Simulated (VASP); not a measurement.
# NbP (I4_1md) in VASP: single point with PBE

Aim: the single point of NbP with PBE.

All numbers are computed with VASP 6.6.1; they aren't measurements. Logs are shortened: lines on timing, memory, paths and dates and some standing lists are left out, and cuts for length are marked.

## Step 1: The cell of the first run

The structure is tetragonal, space group I4_1md (No. 109). Conventional cell: a = 3.615 Å, b = 3.615 Å, c = 10.514 Å, α = 90.00°, β = 90.00°, γ = 90.00°. Nb (site symmetry 2mm) has 6 P at 2.52 to 2.70 Å and 4 Nb at 3.19 Å within 3.3 Å. P (site symmetry 2mm) has 6 Nb at 2.52 to 2.70 Å and 4 P at 3.19 Å within 3.3 Å.

## Step 2: Single point, PBE (strain +0.080 along x and y, -0.080 along z)

Input file INCAR:

```
SYSTEM = NbP
ALGO = Normal
EDIFF = 1E-6
ENCUT = 520
GGA = PE
ISIF = 2
ISMEAR = 0
LASPH = .True.
LCHARG = .False.
LREAL = .False.
LWAVE = .False.
NBANDS = 26
NELM = 80
PREC = Accurate
SIGMA = 0.15
```

Input file KPOINTS:

```
k-points
0
Gamma
  20 20 20
  0 0 0
```

Input file POSCAR:

```
NbP
1.0
   -1.8074052966      1.8074052966      5.2568636523
    1.8074052966     -1.8074052966      5.2568636523
    1.8074052966      1.8074052966     -5.2568636523
Nb P
2 2
Direct
    0.7500346828      0.7500346828      0.0000000000
    0.5000346828      0.0000346828      0.5000000000
    0.3325938922      0.3325938922      0.0000000000
    0.0825938922      0.5825938922      0.5000000000
```

Potentials or basis: VASP PAW PBE potentials, release 64 (Nb_sv, P).

On the command line:

```
$ cat potpaw_PBE.64/Nb_sv/POTCAR potpaw_PBE.64/P/POTCAR > POTCAR
$ mpirun -np 1 vasp_std > vasp.out
```

OUTCAR:

```text
SYSTEM = NbP
   EDIFF = 1E-6
   ENCUT = 520
   GGA = PE
   ISIF = 2
   ISMEAR = 0
   LASPH = .True.
   LREAL = .False.
   NELM = 80
   PREC = Accurate

 ion  position               nearest neighbor table
   1  0.750  0.750  0.000-   4 2.52   4 2.52   3 2.70   3 2.70   3 2.70   3 2.70
   2  0.500  0.000  0.500-   3 2.52   3 2.52   4 2.70   4 2.70   4 2.70   4 2.70
   3  0.333  0.333  0.000-   2 2.52   2 2.52   1 2.70   1 2.70   1 2.70   1 2.70
   4  0.083  0.583  0.500-   1 2.52   1 2.52   2 2.70   2 2.70   2 2.70   2 2.70

  LATTYP: Found a body centered tetragonal cell.
 ALAT       =     3.6148105932
 C/A-ratio  =     2.9085140240

  Lattice vectors:

 A1 = (  -1.8074052966,   1.8074052966,   5.2568636523)
 A2 = (   1.8074052966,  -1.8074052966,   5.2568636523)
 A3 = (   1.8074052966,   1.8074052966,  -5.2568636523)

Analysis of symmetry for initial positions (statically):
=====================================================================
 Subroutine PRICEL returns:
 Original cell was already a primitive cell.

 Routine SETGRP: Setting up the symmetry group for a
 body centered tetragonal supercell.

 Subroutine GETGRP returns: Found  8 space group operations
 (whereof  4 operations were pure point group operations)
 out of a pool of 16 trial point group operations.

The static configuration has the point symmetry C_2v.
 The point group associated with its full space group is C_4v.

Analysis of symmetry for dynamics (positions and initial velocities):
=====================================================================
 Subroutine PRICEL returns:
 Original cell was already a primitive cell.

 Routine SETGRP: Setting up the symmetry group for a
 body centered tetragonal supercell.

 Subroutine GETGRP returns: Found  8 space group operations
 (whereof  4 operations were pure point group operations)
 out of a pool of 16 trial point group operations.

The dynamic configuration has the point symmetry C_2v.
 The point group associated with its full space group is C_4v.

 Subroutine INISYM returns: Found  8 space group operations
 (whereof  4 operations are pure point group operations),
 and found     1 'primitive' translations

----------------------------------------------------------------------------------------

                                     Primitive cell

  volume of cell :      68.6907

  direct lattice vectors                    reciprocal lattice vectors
    -1.807405297  1.807405297  5.256863652     0.000000000  0.276639667  0.095113747
     1.807405297 -1.807405297  5.256863652     0.276639667  0.000000000  0.095113747
     1.807405297  1.807405297 -5.256863652     0.276639667  0.276639667  0.000000000

  length of vectors
     5.845343726  5.845343726  5.845343726     0.292533982  0.292533982  0.391227569

  position of ions in fractional coordinates (direct lattice)
     0.750034683  0.750034683  0.000000000
     0.500034683  0.000034683  0.500000000
     0.332593892  0.332593892  0.000000000
     0.082593892  0.582593892  0.500000000

  ion indices of the primitive-cell ions
   primitive index   ion index
                 1           1
                 2           2
                 3           3
                 4           4

----------------------------------------------------------------------------------------

 KPOINTS: k-points

Automatic generation of k-mesh.
 Grid dimensions read from file:
 generate k-points for:   20   20   20

 Generating k-lattice:

  Cartesian coordinates                     Fractional coordinates (reciprocal lattice)
     0.000000000  0.013831983  0.004755687     0.050000000 -0.000000000  0.000000000
     0.013831983  0.000000000  0.004755687    -0.000000000  0.050000000  0.000000000
     0.013831983  0.013831983  0.000000000     0.000000000  0.000000000  0.050000000

  Length of vectors
     0.014626699  0.014626699  0.019561378

  Shift w.r.t. Gamma in fractional coordinates (k-lattice)
     0.000000000  0.000000000  0.000000000

 Subroutine IBZKPT returns following result:
 ===========================================

 Found    641 irreducible k-points:

 Following reciprocal coordinates:
            Coordinates               Weight
  0.000000  0.000000  0.000000      1.000000
  0.050000  0.000000  0.000000      8.000000
  0.100000  0.000000 -0.000000      8.000000
  0.150000  0.000000  0.000000      8.000000
  0.200000  0.000000 -0.000000      8.000000
  0.250000  0.000000  0.000000      8.000000
[... 16 lines left out ...]
 -0.400000  0.050000  0.000000     16.000000
 -0.350000  0.050000  0.000000     16.000000
 [... further k-points ...]
   k-points           NKPTS =    641   k-points in BZ     NKDIM =    641   number of bands    NBANDS=     26
   number of dos      NEDOS =    301   number of ions     NIONS =      4
   total plane-waves  NPLWV = 110592
   dimension x,y,z NGX =    48 NGY =   48 NGZ =   48
   dimension x,y,z NGXF=    96 NGYF=   96 NGZF=   96
   ions per type =               2   2
   NGX,Y,Z   is equivalent  to a cutoff of  13.65, 13.65, 13.65 a.u.
   NGXF,Y,Z  is equivalent  to a cutoff of  27.30, 27.30, 27.30 a.u.
 SYSTEM =  NbP
   PREC   = accura    normal or accurate (medium, high low for compatibility)
   ISTART =      0    job   : 0-new  1-cont  2-samecut
   ICHARG =      2    charge: 1-file 2-atom 10-const
   ISPIN  =      1    spin polarized calculation?
   LNONCOLLINEAR =      F non collinear calculations
   LSORBIT =      F    spin-orbit coupling
   LASPH  =      T    aspherical Exc in radial PAW
   ENCUT  =  520.0 eV  38.22 Ry    6.18 a.u.  10.87 10.87 10.87*2*pi/ulx,y,z
   NELM   =     80;   NELMIN=  2; NELMDL= -5     # of ELM steps
   EDIFF  = 0.1E-05   stopping-criterion for ELM
   LREAL  =      F    real-space projection
[... 7 lines left out ...]
   TEBEG  =    0.0;   TEEND  =   0.0 temperature during run
   PSTRESS=    0.0 pullay stress
   NELECT =      36.0000    total number of electrons
   NUPDOWN=      -1.0000    fix difference up-down
   EMIN   =  10.00;   EMAX   =-10.00  energy-range for DOS
   EFERMI =   0.00;   METHOD = LEGACY
   ISMEAR =     0;   SIGMA  =   0.15  broadening in eV -4-tet -1-fermi 0-gaus
   EFERMI_NEDOS =   21; number of points for ismear=-14 and -15
   IALGO  =     38    algorithm
   IMIX   =      4    mixing-type and parameters
     AMIX     =   0.40;   BMIX     =  1.00
     AMIX_MAG =   1.60;   BMIX_MAG =  1.00
  volume/ion in A,a.u.               =      17.17       115.89
  Fermi-wavevector in a.u.,A,eV,Ry     =   1.319906  2.494261 23.703421  1.742152
  Thomas-Fermi vector in A             =   2.449771
   LORBIT       =      0    0 simple, 1 ext, 2 COOP (PROOUT), +10 PAW based schemes
   GGA     = PE    functional components
   LHFCALC =     F    Hartree Fock is set to
   AEXX    =    0.0000 exact exchange contribution
   IVDW    =     0    specifies the selected vdW correction
   LEPSILON=     F    determine dielectric tensor
   LRPA    =     F    only Hartree local field effects (RPA)
 non-spin polarized calculation
 Gauss-broadening in eV      SIGMA  =   0.15
  energy-cutoff  :      520.00
  volume of cell :       68.69
 maximum number of plane-waves:      1871
 NGX is ok and might be reduce to    48
   NGX = 21   NGY = 21   NGZ = 21

 number of electron      36.0000000 magnetization

 Free energy of the ion-electron system (eV)
  ---------------------------------------------------
  ext. energy  EPLUGINS =         0.00000000
  ---------------------------------------------------
  free energy    TOTEN  =       -34.42330661 eV

  energy without entropy =      -34.41292190  energy(sigma->0) =      -34.41811425

 E-fermi :   9.7436     XC(G=0): -11.6891

 val. band max:        9.7373911769   @ k =  -0.1000   0.2500   0.1000
 cond. band min:       9.7442054621   @ k =  -0.2500  -0.4500   0.2500
 fundamental gap:      0.0068142852
 Fermi energy:         9.7436136015

 k-point     1 :       0.0000    0.0000    0.0000
  band No.  band energies     occupation
      1     -45.3231      2.00000
      2     -45.2651      2.00000
      3     -21.5067      2.00000
      4     -21.4588      2.00000
      5     -21.4588      2.00000
      6     -21.2660      2.00000
[... 18 lines left out ...]
     25      13.5847      0.00000
     26      13.6620      0.00000

 k-point     2 :       0.0500    0.0000    0.0000
  band No.  band energies     occupation
      1     -45.3227      2.00000
      2     -45.2652      2.00000
      3     -21.5064      2.00000
      4     -21.4605      2.00000
      5     -21.4587      2.00000
      6     -21.2686      2.00000
[... 18 lines left out ...]
     25      13.6587      0.00000
     26      13.8609      0.00000

 k-point     3 :       0.1000    0.0000   -0.0000
  band No.  band energies     occupation
      1     -45.3215      2.00000
      2     -45.2656      2.00000
      3     -21.5073      2.00000
      4     -21.4635      2.00000
      5     -21.4584      2.00000
      6     -21.2760      2.00000
[... 18 lines left out ...]
     25      13.8702      0.00000
     26      14.0181      0.00000

 k-point     4 :       0.1500    0.0000    0.0000
  band No.  band energies     occupation
      1     -45.3195      2.00000
      2     -45.2662      2.00000
      3     -21.5143      2.00000
      4     -21.4626      2.00000
      5     -21.4579      2.00000
      6     -21.2870      2.00000
[... 18 lines left out ...]
     25      14.1783      0.00000
     26      14.1863      0.00000
[... 496 lines left out ...]
      1     -45.3031      2.00000
      2     -45.2731      2.00000
      3     -21.6125      2.00000
      4     -21.4600      2.00000
      5     -21.4363      2.00000
      6     -21.3075      2.00000
[... 18 lines left out ...]
     25      14.1112      0.00000
     26      15.3696      0.00000

 k-point    23 :      -0.4000    0.0500    0.0000
  band No.  band energies     occupation
      1     -45.3052      2.00000
      2     -45.2718      2.00000
      3     -21.6028      2.00000
      4     -21.4602      2.00000
      5     -21.4347      2.00000
      6     -21.3149      2.00000
[... 18 lines left out ...]
     25      13.8383      0.00000
     26      15.4940      0.00000

 k-point    24 :      -0.3500    0.0500    0.0000
  band No.  band energies     occupation
      1     -45.3080      2.00000
      2     -45.2703      2.00000
      3     -21.5877      2.00000
      4     -21.4607      2.00000
      5     -21.4344      2.00000
      6     -21.3203      2.00000
[... 18 lines left out ...]
     25      14.0135      0.00000
     26      15.4436      0.00000

 [... further k-points ...]

------------------------ aborting loop because EDIFF is reached ----------------------------------------

  FORCE on cell =-STRESS in cart. coord.  units (eV):
  Direction    XX          YY          ZZ          XY          YZ          ZX
  --------------------------------------------------------------------------------------
  -------------------------------------------------------------------------------------
  Total       -9.2097716     -9.2097716      3.5099175      0.0000000      0.0000000      0.0000000
  in kB     -214.8135332   -214.8135332     81.8671527      0.0000000      0.0000000      0.0000000
  external PRESSURE =    -115.9199712 kB  Pullay stress =       0.0000000 kB

 VOLUME and BASIS-vectors are now :
 -----------------------------------------------------------------------------
  energy-cutoff  :      520.00
  volume of cell :       68.69
      direct lattice vectors                 reciprocal lattice vectors
    -1.807405297  1.807405297  5.256863652     0.000000000  0.276639667  0.095113747
     1.807405297 -1.807405297  5.256863652     0.276639667  0.000000000  0.095113747
     1.807405297  1.807405297 -5.256863652     0.276639667  0.276639667  0.000000000

 POSITION                                       TOTAL-FORCE (eV/Angst)
 -----------------------------------------------------------------------------------
      0.00000      0.00000      7.88566         0.000000      0.000000      0.488023
      0.00000      1.80741      0.00036         0.000000      0.000000      0.488023
      0.00000      0.00000      3.49680        -0.000000      0.000000     -0.488023
      1.80741      0.00000      0.86837         0.000000     -0.000000     -0.488023
 -----------------------------------------------------------------------------------
    total drift:                               -0.000000     -0.000000     -0.000054

  FREE ENERGIE OF THE ION-ELECTRON SYSTEM (eV)
  ---------------------------------------------------
  free  energy   TOTEN  =       -34.4233066084 eV

  energy  without entropy=      -34.4129219016  energy(sigma->0) =      -34.41811425
```

It took 26 min on 1 thread of AMD EPYC 9R45 (Zen 5), shared host; peak memory 1 GiB.

Results:

- Free energy: -34.4233 eV
- Pressure: -11.6 GPa
- Largest force: 0.488 eV/Å
- Band gap on the k mesh: zero (bands 18 and 19 overlap by 0.25 eV)

Forces in eV/Å, atoms in the order of the input:
```
Nb   0.000  0.000  0.488
Nb   0.000  0.000  0.488
P    0.000  0.000 -0.488
P    0.000  0.000 -0.488
```

Stress tensor (GPa, compression positive):
```
-21.48   0.00   0.00
  0.00 -21.48   0.00
  0.00   0.00   8.19
```

Caveat: the cell differs from its parent crystal (strain +0.080 along x and y, -0.080 along z); the cell stands under tension.
